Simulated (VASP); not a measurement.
# MnS (Fm-3m) in VASP: a series of runs, part 2 of 2

VASP 6.6.1. The steps go on from the part before.

**3. Single point, PBE, collinear spin, ferromagnetic start**

This run uses another cell than the first one, of 16.45 Å³/atom, 1.053 times its volume.

The input, INCAR:

```
SYSTEM = MnS
  PREC = Accurate
  ENCUT = 520
  EDIFF = 1E-6
  ISMEAR = 0
  SIGMA = 0.05
  LREAL = .FALSE.
  LASPH = .TRUE.
  NELM = 150
  ALGO = Normal
  ISIF = 2
  LWAVE = .FALSE.
  LCHARG = .FALSE.
  ISPIN = 2
  MAGMOM = 4.4 0
  LORBIT = 11
  LMAXMIX = 4
  GGA = PE
  NBANDS = 20
```

The input, KPOINTS:

```
Automatic mesh
0
G
  12 12 12
  0 0 0
```

The input, POSCAR:

```
MnS
1.0
    0.0000000000      2.5431237774      2.5431237774
    2.5431237774      0.0000000000      2.5431237774
    2.5431237774      2.5431237774      0.0000000000
Mn S
1 1
Direct
    0.0000000000      0.0000000000      0.0000000000
    0.5000000000      0.5000000000      0.5000000000
```

Potentials or basis: VASP PAW PBE potentials, release 64 (Mn_pv, S).

Started as:

```bash
$ cat potpaw_PBE.64/Mn_pv/POTCAR potpaw_PBE.64/S/POTCAR > POTCAR
$ mpirun -np 1 vasp_std > vasp.out
```

OUTCAR:

```text
SYSTEM = MnS
   PREC = Accurate
   ENCUT = 520
   EDIFF = 1E-6
   ISMEAR = 0
   LREAL = .FALSE.
   LASPH = .TRUE.
   NELM = 150
   ISIF = 2
   ISPIN = 2
   LORBIT = 11
   GGA = PE

 ion  position               nearest neighbor table
   1  0.000  0.000  0.000-   2 2.54   2 2.54   2 2.54   2 2.54   2 2.54   2 2.54
   2  0.500  0.500  0.500-   1 2.54   1 2.54   1 2.54   1 2.54   1 2.54   1 2.54

  LATTYP: Found a face centered cubic cell.
 ALAT       =     5.0862475548

  Lattice vectors:

 A1 = (   0.0000000000,   2.5431237774,   2.5431237774)
 A2 = (   2.5431237774,   0.0000000000,   2.5431237774)
 A3 = (   2.5431237774,   2.5431237774,   0.0000000000)

[... 1316 lines left out ...]

 VOLUME and BASIS-vectors are now :
 -----------------------------------------------------------------------------
  energy-cutoff  :      520.00
  volume of cell :       32.90
      direct lattice vectors                 reciprocal lattice vectors
     0.000000000  2.543123777  2.543123777    -0.196608598  0.196608598  0.196608598
     2.543123777  0.000000000  2.543123777     0.196608598 -0.196608598  0.196608598
     2.543123777  2.543123777  0.000000000     0.196608598  0.196608598 -0.196608598

 POSITION                                       TOTAL-FORCE (eV/Angst)
 -----------------------------------------------------------------------------------
      0.00000      0.00000      0.00000         0.000000      0.000000      0.000000
      2.54312      2.54312      2.54312         0.000000      0.000000     -0.000000
 -----------------------------------------------------------------------------------
    total drift:                               -0.000000      0.000000      0.000000

  FREE ENERGIE OF THE ION-ELECTRON SYSTEM (eV)
  ---------------------------------------------------
  free  energy   TOTEN  =       -14.0850277268 eV

  energy  without entropy=      -14.0836451342  energy(sigma->0) =      -14.08433643

 total charge

# of ion       s       p       d       tot
------------------------------------------
    1        0.227   6.184   4.969  11.380
    2        1.328   2.409   0.000   3.737
--------------------------------------------------
tot          1.555   8.592   4.969  15.117

 magnetization (x)

# of ion       s       p       d       tot
------------------------------------------
    1        0.052   0.041   3.974   4.067
    2        0.027   0.053   0.000   0.079
--------------------------------------------------
tot          0.079   0.094   3.974   4.146
```

OSZICAR:

```text
N       E                     dE             d eps       ncg     rms          rms(c)
DAV:   1     0.157693462969E+03    0.15769E+03   -0.10138E+04  5768   0.101E+03
DAV:   2    -0.727599078345E+01   -0.16497E+03   -0.15497E+03  6096   0.290E+02
DAV:   3    -0.151486101469E+02   -0.78726E+01   -0.77749E+01  6656   0.685E+01
DAV:   4    -0.152416043174E+02   -0.92994E-01   -0.92940E-01  6460   0.759E+00
DAV:   5    -0.152429184637E+02   -0.13141E-02   -0.13141E-02  6564   0.944E-01    0.124E+01
DAV:   6    -0.141440441376E+02    0.10989E+01   -0.49578E+00  6424   0.273E+01    0.104E+01
DAV:   7    -0.140876076529E+02    0.56436E-01   -0.71707E-01  6324   0.114E+01    0.603E+00
DAV:   8    -0.140886912451E+02   -0.10836E-02   -0.26205E-02  6304   0.134E+00    0.331E+00
DAV:   9    -0.140839009388E+02    0.47903E-02   -0.10414E-02  6224   0.998E-01    0.356E-01
DAV:  10    -0.140850495367E+02   -0.11486E-02   -0.22816E-03  6192   0.397E-01    0.157E-01
DAV:  11    -0.140849758660E+02    0.73671E-04   -0.30142E-04  6424   0.110E-01    0.110E-01
DAV:  12    -0.140850062780E+02   -0.30412E-04   -0.48337E-05  6404   0.585E-02    0.789E-02
DAV:  13    -0.140850224974E+02   -0.16219E-04   -0.60148E-06  6152   0.213E-02    0.487E-02
DAV:  14    -0.140850272525E+02   -0.47551E-05   -0.48967E-06  6064   0.166E-02    0.528E-03
DAV:  15    -0.140850277268E+02   -0.47430E-06   -0.29806E-07  3492   0.487E-03
   1 F= -.14085028E+02 E0= -.14084336E+02  d E =-.138259E-02  mag=     4.4458
```

stdout:

```text
POSCAR found type information on POSCAR MnS
 POSCAR found :  2 types and       2 ions
 scaLAPACK will be used
 LDA part: xc-table for (Slater+PW92), standard interpolation
 POSCAR, INCAR and KPOINTS ok, starting setup
 FFT: planning ... GRIDC
 FFT: planning ... GRID_SOFT
 FFT: planning ... GRID
 WAVECAR not read
 entering main loop
```

It took 49 s on 1 thread of Intel Xeon 6975P-C (Granite Rapids), shared host; peak memory 0.22 GiB.

What came out:

| Item | Value |
| --- | --- |
| Free energy | -14.0850 eV |
| Pressure | 0.0 GPa |
| Net moment | 4.45 μB per cell |
| Site moments | Mn +4.07; S +0.08 μB |
| Valence electrons inside the program's atomic spheres | Mn 11.38; S 3.74 |

Caveat: a cell with one magnetic atom can't hold antiferromagnetic order, which such compounds often take; semilocal functionals often make such compounds metallic where correlation or magnetic order opens a gap, which also shifts bond lengths.

**4. Single point, PBE, collinear spin, ferromagnetic start**

This run uses another cell than the first one, of 16.51 Å³/atom, 1.056 times its volume.

The input, INCAR:

```
SYSTEM = MnS
PREC = Accurate
ENCUT = 520
EDIFF = 1E-7
ISMEAR = 0
SIGMA = 0.05
LREAL = .FALSE.
LASPH = .TRUE.
NELM = 150
ALGO = Normal
ISIF = 2
LWAVE = .FALSE.
LCHARG = .FALSE.
ISPIN = 2
MAGMOM = 4.24 0
LORBIT = 11
LMAXMIX = 4
GGA = PE
NBANDS = 20
```

The input, KPOINTS:

```
regular mesh
0
G
  12 12 12
  0 0 0
```

The input, POSCAR:

```
MnS
1.0
    0.0000000000      2.5461779468      2.5461779468
    2.5461779468      0.0000000000      2.5461779468
    2.5461779468      2.5461779468      0.0000000000
Mn S
1 1
Direct
    0.0000000000      0.0000000000      0.0000000000
    0.5000000000      0.5000000000      0.5000000000
```

Potentials or basis: VASP PAW PBE potentials, release 64 (Mn_pv, S).

Started as:

```bash
$ cat potpaw_PBE.64/Mn_pv/POTCAR potpaw_PBE.64/S/POTCAR > POTCAR
$ mpirun -np 1 vasp_std > vasp.out
```

OUTCAR:

```text
SYSTEM = MnS
   PREC = Accurate
   ENCUT = 520
   EDIFF = 1E-7
   ISMEAR = 0
   LREAL = .FALSE.
   LASPH = .TRUE.
   NELM = 150
   ISIF = 2
   ISPIN = 2
   LORBIT = 11
   GGA = PE

 ion  position               nearest neighbor table
   1  0.000  0.000  0.000-   2 2.55   2 2.55   2 2.55   2 2.55   2 2.55   2 2.55
   2  0.500  0.500  0.500-   1 2.55   1 2.55   1 2.55   1 2.55   1 2.55   1 2.55

  LATTYP: Found a face centered cubic cell.
 ALAT       =     5.0923558936

  Lattice vectors:

 A1 = (   0.0000000000,   2.5461779468,   2.5461779468)
 A2 = (   2.5461779468,   0.0000000000,   2.5461779468)
 A3 = (   2.5461779468,   2.5461779468,   0.0000000000)

Analysis of symmetry for initial positions (statically):
=====================================================================
 Subroutine PRICEL returns:
 Original cell was already a primitive cell.

 Routine SETGRP: Setting up the symmetry group for a
 face centered cubic supercell.

 Subroutine GETGRP returns: Found 48 space group operations
 (whereof 48 operations were pure point group operations)
[... 1293 lines left out ...]
     20      23.8343      0.00000

 [... further k-points ...]

------------------------ aborting loop because EDIFF is reached ----------------------------------------

  FORCE on cell =-STRESS in cart. coord.  units (eV):
  Direction    XX          YY          ZZ          XY          YZ          ZX
  --------------------------------------------------------------------------------------
  -------------------------------------------------------------------------------------
  Total       -0.0369490     -0.0369490     -0.0369490     -0.0000000     -0.0000000      0.0000000
  in kB       -1.7931525     -1.7931525     -1.7931525     -0.0000000     -0.0000000      0.0000000
  external PRESSURE =      -1.7931525 kB  Pullay stress =       0.0000000 kB

 VOLUME and BASIS-vectors are now :
 -----------------------------------------------------------------------------
  energy-cutoff  :      520.00
  volume of cell :       33.01
      direct lattice vectors                 reciprocal lattice vectors
     0.000000000  2.546177947  2.546177947    -0.196372764  0.196372764  0.196372764
     2.546177947  0.000000000  2.546177947     0.196372764 -0.196372764  0.196372764
     2.546177947  2.546177947  0.000000000     0.196372764  0.196372764 -0.196372764

 POSITION                                       TOTAL-FORCE (eV/Angst)
 -----------------------------------------------------------------------------------
      0.00000      0.00000      0.00000        -0.000000     -0.000000     -0.000000
      2.54618      2.54618      2.54618         0.000000      0.000000      0.000000
 -----------------------------------------------------------------------------------
    total drift:                               -0.000000      0.000000      0.000000

  FREE ENERGIE OF THE ION-ELECTRON SYSTEM (eV)
  ---------------------------------------------------
  free  energy   TOTEN  =       -14.0850039499 eV

  energy  without entropy=      -14.0835013915  energy(sigma->0) =      -14.08425267

 total charge

# of ion       s       p       d       tot
------------------------------------------
    1        0.226   6.183   4.967  11.376
    2        1.328   2.408   0.000   3.736
--------------------------------------------------
tot          1.555   8.591   4.967  15.112

 magnetization (x)

# of ion       s       p       d       tot
------------------------------------------
    1        0.052   0.041   3.984   4.077
    2        0.027   0.054   0.000   0.080
--------------------------------------------------
tot          0.079   0.095   3.984   4.157
```

It took 50 s on 1 thread of Intel Xeon 6975P-C (Granite Rapids), shared host; peak memory 0.21 GiB.

What came out:

| Quantity | Value |
| --- | --- |
| Free energy | -14.0850 eV |
| Pressure | -0.2 GPa |
| Net moment | 4.46 μB per cell |
| Site moments | Mn +4.08; S +0.08 μB |
| Valence electrons inside the program's atomic spheres | Mn 11.38; S 3.74 |

Caveat: a cell with one magnetic atom can't hold antiferromagnetic order, which such compounds often take; semilocal functionals often make such compounds metallic where correlation or magnetic order opens a gap, which also shifts bond lengths. With open d or f shells a metallic result of PBE can be an artefact of self-interaction; +U or a hybrid may open a gap.

**5. The runs side by side**

```tsv
cell	gap on the mesh (eV)	pressure (GPa)	moment (μB)
a = 3.536 Å, angles 60.0°, 2 atoms	none	3.6	4.30
a = 3.597 Å, angles 60.0°, 2 atoms	none	0.0	4.45
a = 3.601 Å, angles 60.0°, 2 atoms	none	-0.2	4.46
```

Alike in all rows: task single point; level PBE; potentials or basis VASP PAW PBE potentials, release 64 (Mn_pv, S); spin collinear, ferromagnetic start; k mesh 12 × 12 × 12; cutoff (eV) 520; smearing gaussian 0.05 eV.

Caveats: a cell with one magnetic atom can't hold antiferromagnetic order, which such compounds often take; semilocal functionals often make such compounds metallic where correlation or magnetic order opens a gap, which also shifts bond lengths.

Absolute energies hang on the potentials; compare differences alone.
